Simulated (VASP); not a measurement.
# Al2Cu (I4/mcm) in VASP: a series of runs

Runs on Al2Cu. Level: PBE. Tasks: single point.

All numbers are computed with VASP 6.6.1; they aren't measurements. Logs are shortened: lines on timing, memory, paths and dates and some standing lists are left out, and cuts for length are marked.

**1. The cell of the first run**

Symmetry: I4/mcm, No. 140, tetragonal system. Conventional cell: a = 6.234 Å, b = 6.234 Å, c = 5.127 Å, α = 90.00°, β = 90.00°, γ = 90.00°. Al (site symmetry m2m) has 4 Cu at 2.67 Å and 11 Al at 2.80 to 3.32 Å within 3.5 Å. Within 3.4 Å of Cu (site symmetry 422) lie 2 Cu at 2.56 Å and 8 Al at 2.67 Å.

**2. Single point, PBE**

Input file INCAR:

```
SYSTEM = Al2Cu
ALGO     = Fast           ! electronic algorithm
EDIFF    = 1E-6           ! SCF threshold, eV
ENCUT    = 520            ! plane-wave cutoff, eV
GGA      = PE             ! functional
ISIF     = 2              ! what is computed and relaxed
ISMEAR   = 0              ! smearing method
LASPH    = .TRUE.         ! aspherical terms in the spheres
LCHARG   = .FALSE.        ! write CHGCAR
LREAL    = .FALSE.        ! projectors in reciprocal space
LWAVE    = .FALSE.        ! write WAVECAR
NBANDS   = 26             ! bands
NELM     = 80             ! most SCF steps
PREC     = Accurate       ! precision mode
SIGMA    = 0.15           ! smearing width, eV
```

Input file KPOINTS:

```
k-points
0
G
  10 10 10
  0 0 0
```

Input file POSCAR:

```
Al2Cu
1.0
   -3.1169500000      3.1169500000      2.5633500000
    3.1169500000     -3.1169500000      2.5633500000
    3.1169500000      3.1169500000     -2.5633500000
Al Cu
4 2
Direct
    0.1587211657      0.6587211657      0.8174423314
    0.6587211657      0.8412788343      0.5000000000
    0.8412788343      0.3412788343      0.1825576686
    0.3412788343      0.1587211657      0.5000000000
    0.7500000000      0.7500000000      0.0000000000
    0.2500000000      0.2500000000      0.0000000000
```

Potentials or basis: VASP PAW PBE potentials, release 64 (Al, Cu).

Run with:

```console
> cat potpaw_PBE.64/Al/POTCAR potpaw_PBE.64/Cu/POTCAR > POTCAR
> mpirun -np 1 vasp_std > vasp.out
```

OUTCAR:

```text
SYSTEM = Al2Cu
   EDIFF = 1E-6
   ENCUT = 520
   GGA = PE
   ISIF = 2
   ISMEAR = 0
   LASPH = .TRUE.
   LREAL = .FALSE.
   NELM = 80
   PREC = Accurate

 ion  position               nearest neighbor table
   1  0.159  0.659  0.817-   5 2.67   6 2.67   5 2.67   6 2.67   3 2.80   3 3.03   3 3.03   4 3.24
                             2 3.24   2 3.24   4 3.24   4 3.32   2 3.32   2 3.32   4 3.32
   2  0.659  0.841  0.500-   6 2.67   5 2.67   5 2.67   6 2.67   4 2.80   4 3.03   4 3.03   3 3.24
                             1 3.24   1 3.24   3 3.24   1 3.32   3 3.32   1 3.32   3 3.32
   3  0.841  0.341  0.183-   5 2.67   6 2.67   5 2.67   6 2.67   1 2.80   1 3.03   1 3.03   2 3.24
                             4 3.24   4 3.24   2 3.24   2 3.32   4 3.32   4 3.32   2 3.32
   4  0.341  0.159  0.500-   5 2.67   6 2.67   6 2.67   5 2.67   2 2.80   2 3.03   2 3.03   1 3.24
                             1 3.24   3 3.24   3 3.24   1 3.32   3 3.32   3 3.32   1 3.32
   5  0.750  0.750  0.000-   6 2.56   6 2.56   1 2.67   2 2.67   3 2.67   4 2.67   2 2.67   4 2.67
                             1 2.67   3 2.67
   6  0.250  0.250  0.000-   5 2.56   5 2.56   1 2.67   3 2.67   4 2.67   3 2.67   4 2.67   1 2.67
                             2 2.67   2 2.67

  LATTYP: Found a body centered tetragonal cell.
 ALAT       =     6.2339000000
 C/A-ratio  =     0.8223904779

  Lattice vectors:

 A1 = (  -3.1169500000,   3.1169500000,   2.5633500000)
 A2 = (   3.1169500000,  -3.1169500000,   2.5633500000)
 A3 = (   3.1169500000,   3.1169500000,  -2.5633500000)

Analysis of symmetry for initial positions (statically):
=====================================================================
 Subroutine PRICEL returns:
 Original cell was already a primitive cell.

 Routine SETGRP: Setting up the symmetry group for a
 body centered tetragonal supercell.

 Subroutine GETGRP returns: Found 16 space group operations
 (whereof  8 operations were pure point group operations)
 out of a pool of 16 trial point group operations.

The static configuration has the point symmetry C_4h.
 The point group associated with its full space group is D_4h.

Analysis of symmetry for dynamics (positions and initial velocities):
=====================================================================
 Subroutine PRICEL returns:
 Original cell was already a primitive cell.

 Routine SETGRP: Setting up the symmetry group for a
 body centered tetragonal supercell.

 Subroutine GETGRP returns: Found 16 space group operations
 (whereof  8 operations were pure point group operations)
 out of a pool of 16 trial point group operations.

The dynamic configuration has the point symmetry C_4h.
 The point group associated with its full space group is D_4h.

 Subroutine INISYM returns: Found 16 space group operations
 (whereof  8 operations are pure point group operations),
 and found     1 'primitive' translations

----------------------------------------------------------------------------------------

                                     Primitive cell

  volume of cell :      99.6156

  direct lattice vectors                    reciprocal lattice vectors
    -3.116950000  3.116950000  2.563350000     0.000000000  0.160413224  0.195057249
     3.116950000 -3.116950000  2.563350000     0.160413224  0.000000000  0.195057249
     3.116950000  3.116950000 -2.563350000     0.160413224  0.160413224  0.000000000

  length of vectors
     5.099168347  5.099168347  5.099168347     0.252546497  0.252546497  0.226858558

  position of ions in fractional coordinates (direct lattice)
     0.158721166  0.658721166  0.817442331
     0.658721166  0.841278834  0.500000000
     0.841278834  0.341278834  0.182557669
     0.341278834  0.158721166  0.500000000
     0.750000000  0.750000000  0.000000000
     0.250000000  0.250000000  0.000000000

  ion indices of the primitive-cell ions
   primitive index   ion index
                 1           1
                 2           2
                 3           3
                 4           4
                 5           5
                 6           6

----------------------------------------------------------------------------------------

 KPOINTS: k-points

Automatic generation of k-mesh.
 Grid dimensions read from file:
 generate k-points for:   10   10   10

 Generating k-lattice:

  Cartesian coordinates                     Fractional coordinates (reciprocal lattice)
     0.000000000  0.016041322  0.019505725     0.100000000  0.000000000  0.000000000
     0.016041322  0.000000000  0.019505725     0.000000000  0.100000000  0.000000000
     0.016041322  0.016041322  0.000000000     0.000000000  0.000000000  0.100000000

  Length of vectors
     0.025254650  0.025254650  0.022685856

  Shift w.r.t. Gamma in fractional coordinates (k-lattice)
     0.000000000  0.000000000  0.000000000

 Subroutine IBZKPT returns following result:
 ===========================================

 Found    102 irreducible k-points:

 Following reciprocal coordinates:
            Coordinates               Weight
  0.000000  0.000000  0.000000      1.000000
  0.100000  0.000000 -0.000000      8.000000
  0.200000  0.000000 -0.000000      8.000000
  0.300000  0.000000 -0.000000      8.000000
  0.400000  0.000000  0.000000      8.000000
  0.500000  0.000000 -0.000000      4.000000
[... 16 lines left out ...]
  0.300000  0.300000 -0.000000      8.000000
  0.400000  0.300000 -0.000000     16.000000
 [... further k-points ...]
   k-points           NKPTS =    102   k-points in BZ     NKDIM =    102   number of bands    NBANDS=     26
   number of dos      NEDOS =    301   number of ions     NIONS =      6
   total plane-waves  NPLWV =  64000
   dimension x,y,z NGX =    40 NGY =   40 NGZ =   40
   dimension x,y,z NGXF=    80 NGYF=   80 NGZF=   80
   ions per type =               4   2
   NGX,Y,Z   is equivalent  to a cutoff of  13.04, 13.04, 13.04 a.u.
   NGXF,Y,Z  is equivalent  to a cutoff of  26.08, 26.08, 26.08 a.u.
 SYSTEM =  Al2Cu
   PREC   = accura    normal or accurate (medium, high low for compatibility)
   ISTART =      0    job   : 0-new  1-cont  2-samecut
   ICHARG =      2    charge: 1-file 2-atom 10-const
   ISPIN  =      1    spin polarized calculation?
   LNONCOLLINEAR =      F non collinear calculations
   LSORBIT =      F    spin-orbit coupling
   LASPH  =      T    aspherical Exc in radial PAW
   ENCUT  =  520.0 eV  38.22 Ry    6.18 a.u.   9.48  9.48  9.48*2*pi/ulx,y,z
   NELM   =     80;   NELMIN=  2; NELMDL= -5     # of ELM steps
   EDIFF  = 0.1E-05   stopping-criterion for ELM
   LREAL  =      F    real-space projection
   EDIFFG = 0.1E-04   stopping-criterion for IOM
   NSW    =      0    number of steps for IOM
   IBRION =     -1    ionic relax: 0-MD 1-quasi-New 2-CG
   NFREE  =      0    steps in history (QN), initial steepest desc. (CG)
   ISIF   =      2    stress and relaxation
   ISYM   =      2    0-nonsym 1-usesym 2-fastsym
   POTIM  = 0.5000    time-step for ionic-motion
   TEBEG  =    0.0;   TEEND  =   0.0 temperature during run
   PSTRESS=    0.0 pullay stress
   NELECT =      34.0000    total number of electrons
   NUPDOWN=      -1.0000    fix difference up-down
   EMIN   =  10.00;   EMAX   =-10.00  energy-range for DOS
   EFERMI =   0.00;   METHOD = LEGACY
   ISMEAR =     0;   SIGMA  =   0.15  broadening in eV -4-tet -1-fermi 0-gaus
   EFERMI_NEDOS =   21; number of points for ismear=-14 and -15
   IALGO  =     68    algorithm
   IMIX   =      4    mixing-type and parameters
     AMIX     =   0.40;   BMIX     =  1.00
     AMIX_MAG =   1.60;   BMIX_MAG =  1.00
  volume/ion in A,a.u.               =      16.60       112.04
  Fermi-wavevector in a.u.,A,eV,Ry     =   1.144086  2.162009 17.809107  1.308932
  Thomas-Fermi vector in A             =   2.280779
   LORBIT       =      0    0 simple, 1 ext, 2 COOP (PROOUT), +10 PAW based schemes
   GGA     = PE    functional components
   LHFCALC =     F    Hartree Fock is set to
   AEXX    =    0.0000 exact exchange contribution
   IVDW    =     0    specifies the selected vdW correction
   LEPSILON=     F    determine dielectric tensor
   LRPA    =     F    only Hartree local field effects (RPA)
 non-spin polarized calculation
 RMM-DIIS sequential band-by-band and
 Gauss-broadening in eV      SIGMA  =   0.15
  energy-cutoff  :      520.00
  volume of cell :       99.62
 maximum number of plane-waves:      2709
 NGX is ok and might be reduce to    40
   NGX = 19   NGY = 19   NGZ = 19

 number of electron      34.0000019 magnetization

 Free energy of the ion-electron system (eV)
  ---------------------------------------------------
  ext. energy  EPLUGINS =         0.00000000
  ---------------------------------------------------
  free energy    TOTEN  =       -23.10784203 eV

  energy without entropy =      -23.08379361  energy(sigma->0) =      -23.09581782

 E-fermi :   6.7740     XC(G=0): -10.4113

 val. band max:        6.7737215728   @ k =  -0.1000   0.2000   0.1000
 cond. band min:       6.7969945680   @ k =   0.3000   0.3000   0.2000
 fundamental gap:      0.0232729952
 Fermi energy:         6.7739974191

 k-point     1 :       0.0000    0.0000    0.0000
  band No.  band energies     occupation
      1      -3.1691      2.00000
      2       2.0305      2.00000
      3       2.2314      2.00000
      4       2.2314      2.00000
      5       2.3438      2.00000
      6       3.0650      2.00000
[... 18 lines left out ...]
     25      11.9457      0.00000
     26      12.5331      0.00000

 k-point     2 :       0.1000    0.0000   -0.0000
  band No.  band energies     occupation
      1      -3.0732      2.00000
      2       2.0157      2.00000
      3       2.1981      2.00000
      4       2.2216      2.00000
      5       2.3577      2.00000
      6       3.0493      2.00000
[... 18 lines left out ...]
     25      12.0501      0.00000
     26      12.5686      0.00000

 k-point     3 :       0.2000    0.0000   -0.0000
  band No.  band energies     occupation
      1      -2.7863      2.00000
      2       1.9526      2.00000
      3       1.9854      2.00000
      4       2.1906      2.00000
      5       2.3893      2.00000
      6       2.9514      2.00000
[... 18 lines left out ...]
     25      12.3606      0.00000
     26      12.7320      0.00000

 k-point     4 :       0.3000    0.0000   -0.0000
  band No.  band energies     occupation
      1      -2.3115      2.00000
      2       1.1761      2.00000
      3       1.9522      2.00000
      4       2.1357      2.00000
      5       2.4114      2.00000
      6       2.8731      2.00000
[... 18 lines left out ...]
     25      12.8177      0.00000
     26      12.9740      0.00000
[... 496 lines left out ...]
      1      -2.8608      2.00000
      2       1.3243      2.00000
      3       2.1465      2.00000
      4       2.3178      2.00000
      5       2.3290      2.00000
      6       2.9399      2.00000
[... 18 lines left out ...]
     25      10.0708      0.00000
     26      14.8317      0.00000

 k-point    23 :       0.3000    0.3000   -0.0000
  band No.  band energies     occupation
      1      -0.4887      2.00000
      2      -0.1296      2.00000
      3      -0.1120      2.00000
      4       1.9248      2.00000
      5       2.7232      2.00000
      6       2.7670      2.00000
[... 18 lines left out ...]
     25      12.2933      0.00000
     26      13.1092      0.00000

 k-point    24 :       0.4000    0.3000   -0.0000
  band No.  band energies     occupation
      1      -0.9651      2.00000
      2      -0.2387      2.00000
      3       0.4291      2.00000
      4       2.0265      2.00000
      5       2.6135      2.00000
      6       2.7524      2.00000
[... 18 lines left out ...]
     25      13.4234      0.00000
     26      14.1034      0.00000

 [... further k-points ...]

------------------------ aborting loop because EDIFF is reached ----------------------------------------

  FORCE on cell =-STRESS in cart. coord.  units (eV):
  Direction    XX          YY          ZZ          XY          YZ          ZX
  --------------------------------------------------------------------------------------
  -------------------------------------------------------------------------------------
  Total       -4.7995209     -4.7995209     -5.7133582      0.0000000     -0.0000000      0.0000000
  in kB      -77.1935287    -77.1935287    -91.8913151      0.0000000     -0.0000000      0.0000000
  external PRESSURE =     -82.0927908 kB  Pullay stress =       0.0000000 kB

 VOLUME and BASIS-vectors are now :
 -----------------------------------------------------------------------------
  energy-cutoff  :      520.00
  volume of cell :       99.62
      direct lattice vectors                 reciprocal lattice vectors
    -3.116950000  3.116950000  2.563350000     0.000000000  0.160413224  0.195057249
     3.116950000 -3.116950000  2.563350000     0.160413224  0.000000000  0.195057249
     3.116950000  3.116950000 -2.563350000     0.160413224  0.160413224  0.000000000

 POSITION                                       TOTAL-FORCE (eV/Angst)
 -----------------------------------------------------------------------------------
      4.10640      0.98945      0.00000         0.052156      0.052156     -0.000000
      2.12750      0.98945      2.56335        -0.052156      0.052156     -0.000000
     -0.98945      2.12750      2.56335        -0.052156     -0.052156      0.000000
      0.98945      2.12750      0.00000         0.052156     -0.052156     -0.000000
      0.00000      0.00000      3.84502        -0.000000      0.000000     -0.000000
      0.00000      0.00000      1.28167        -0.000000      0.000000     -0.000000
 -----------------------------------------------------------------------------------
    total drift:                               -0.000000     -0.000000      0.000000

  FREE ENERGIE OF THE ION-ELECTRON SYSTEM (eV)
  ---------------------------------------------------
  free  energy   TOTEN  =       -23.1078420347 eV

  energy  without entropy=      -23.0837936135  energy(sigma->0) =      -23.09581782
```

Wall time 2.4 min (1 thread of Intel Xeon 6975P-C (Granite Rapids), shared host); peak memory 0.39 GiB.

What came out:

- Free energy: -23.1078 eV
- Pressure: -8.2 GPa
- Largest force: 0.074 eV/Å
- Band gap on the k mesh: zero (bands 17 and 18 overlap by 3.85 eV)

Forces on the atoms (eV/Å):
```
Al   0.052  0.052  0.000
Al  -0.052  0.052  0.000
Al  -0.052 -0.052  0.000
Al   0.052 -0.052  0.000
Cu   0.000  0.000  0.000
Cu   0.000  0.000  0.000
```

Stress tensor (GPa, compression positive):
```
-7.72  0.00  0.00
 0.00 -7.72  0.00
 0.00  0.00 -9.19
```

Caveat: the cell stands under tension.

**3. Single point, PBE**

Input file INCAR:

```
PREC     = Accurate       # precision mode
ENCUT    = 520            # plane-wave cutoff, eV
EDIFF    = 1E-6           # SCF threshold, eV
ISMEAR   = 0              # smearing method
SIGMA    = 0.15           # smearing width, eV
LREAL    = F              # projectors in reciprocal space
LASPH    = T              # aspherical terms in the spheres
NELM     = 80             # most SCF steps
ALGO     = Fast           # electronic algorithm
ISIF     = 2              # what is computed and relaxed
LWAVE    = F              # write WAVECAR
LCHARG   = F              # write CHGCAR
GGA      = PE             # functional
NBANDS   = 26             # bands
```

Input file KPOINTS:

```
Automatic mesh
0
Gamma
  10 10 10
```

POSCAR: that of step 2 with these lines changed.

```diff
@@ -2,5 +2,5 @@
 1.0
-   -3.1169500000      3.1169500000      2.5633500000
-    3.1169500000     -3.1169500000      2.5633500000
-    3.1169500000      3.1169500000     -2.5633500000
+   -3.1472000000      3.1472000000      2.5145000000
+    3.1472000000     -3.1472000000      2.5145000000
+    3.1472000000      3.1472000000     -2.5145000000
 Al Cu
```

Potentials or basis: VASP PAW PBE potentials, release 64 (Al, Cu).

Run with:

```console
> cat potpaw_PBE.64/Al/POTCAR potpaw_PBE.64/Cu/POTCAR > POTCAR
> mpirun -np 1 vasp_std > vasp.out
```

Wall time 2.4 min (1 thread of Intel Xeon 6975P-C (Granite Rapids), shared host); peak memory 0.39 GiB.

It converged, with:

* Free energy: -23.1110 eV
* Pressure: -8.2 GPa
* Largest force: 0.021 eV/Å
* Band gap on the k mesh: zero (bands 17 and 18 overlap by 4.10 eV)

Forces on the atoms (eV/Å):
```
Al   0.015  0.015  0.000
Al  -0.015  0.015  0.000
Al  -0.015 -0.015  0.000
Al   0.015 -0.015  0.000
Cu   0.000  0.000  0.000
Cu   0.000  0.000  0.000
```

Stress tensor (GPa, compression positive):
```
-8.57  0.00  0.00
 0.00 -8.57  0.00
 0.00  0.00 -7.57
```

Levels at points of the mesh, in eV from the Fermi level:
```tsv
k point	band 13	band 14	band 15	band 16	band 17	band 18	band 19	band 20	band 21	band 22
(0.00, 0.00, 0.00)	-2.67	-1.83	-1.07	-0.96	-0.96	-0.82	-0.58	0.21	1.13	1.13
(0.50, 0.00, 0.00)	-2.82	-2.82	-2.41	-2.41	0.20	0.20	3.66	3.66	4.02	4.02
(0.50, 0.50, 0.00)	-2.54	-2.42	-1.24	-1.16	-1.10	-0.62	0.60	0.98	4.51	4.70
(0.50, 0.50, 0.50)	-3.05	-2.91	-2.91	-1.68	2.44	2.96	2.96	3.09	3.48	4.24
```

Caveat: the cell stands under tension.

**4. Single point, PBE**

This run uses another cell than the first one, of 16.76 Å³/atom.

Input file INCAR:

```
SYSTEM = Al2Cu
PREC = Accurate
ENCUT = 520
EDIFF = 1E-6
ISMEAR = 0
SIGMA = 0.15
LREAL = .False.
LASPH = .True.
NELM = 80
ALGO = Fast
ISIF = 2
LWAVE = .False.
LCHARG = .False.
GGA = PE
NBANDS = 26
```

Input file KPOINTS:

```
regular mesh
0
Gamma
  10 10 10
  0 0 0
```

POSCAR: that of step 3 with these lines changed.

```diff
@@ -2,5 +2,5 @@
 1.0
-   -3.1472000000      3.1472000000      2.5145000000
-    3.1472000000     -3.1472000000      2.5145000000
-    3.1472000000      3.1472000000     -2.5145000000
+   -3.1774500000      3.1774500000      2.4901000000
+    3.1774500000     -3.1774500000      2.4901000000
+    3.1774500000      3.1774500000     -2.4901000000
 Al Cu
```

Run with:

```console
> cat potpaw_PBE.64/Al/POTCAR potpaw_PBE.64/Cu/POTCAR > POTCAR
> mpirun -np 1 vasp_std > vasp.out
```

Wall time 2.2 min (1 thread of Intel Xeon 6975P-C (Granite Rapids), shared host); peak memory 0.39 GiB.

The run converged. Its results:

- Free energy: -23.0457 eV
- Pressure: -8.6 GPa
- Largest force: 0.008 eV/Å
- Band gap on the k mesh: zero (bands 17 and 18 overlap by 4.25 eV)

Forces in eV/Å, atoms in the order of the input:
```
Al  -0.006 -0.006  0.000
Al   0.006 -0.006  0.000
Al   0.006  0.006  0.000
Al  -0.006  0.006  0.000
Cu   0.000  0.000  0.000
Cu   0.000  0.000  0.000
```

Stress tensor (GPa, compression positive):
```
-9.60  0.00  0.00
 0.00 -9.60  0.00
 0.00  0.00 -6.71
```

Levels at points of the mesh, in eV from the Fermi level:
```tsv
k point	band 13	band 14	band 15	band 16	band 17	band 18	band 19	band 20	band 21	band 22
(0.00, 0.00, 0.00)	-2.76	-1.94	-0.98	-0.95	-0.93	-0.93	-0.47	0.20	1.17	1.17
(0.50, 0.00, 0.00)	-2.84	-2.84	-2.44	-2.44	0.11	0.11	3.48	3.48	3.85	3.85
(0.50, 0.50, 0.00)	-2.41	-2.36	-1.35	-1.28	-1.04	-0.56	0.44	0.80	4.44	4.69
(0.50, 0.50, 0.50)	-3.08	-2.88	-2.88	-1.64	2.48	2.94	2.94	2.99	3.48	4.26
```

Caveat: the cell stands under tension.

**5. Overview**

| cell | gap on the mesh (eV) | pressure (GPa) | largest force (eV/Å) |
| --- | --- | --- | --- |
| a = 5.099 Å, angles 104.6, 104.6, 119.6°, 6 atoms | none | -8.2 | 0.07 |
| a = 5.112 Å, angles 104.0, 104.0, 121.1°, 6 atoms | none | -8.2 | 0.02 |
| a = 5.137 Å, angles 103.6, 103.6, 122.0°, 6 atoms | none | -8.6 | 0.01 |

Alike in all rows: task single point; level PBE; potentials or basis VASP PAW PBE potentials, release 64 (Al, Cu); no spin polarisation; k mesh 10 × 10 × 10; cutoff (eV) 520; smearing gaussian 0.15 eV.

Caveats: the cell stands under tension.

Absolute energies hang on the potentials; compare differences alone.
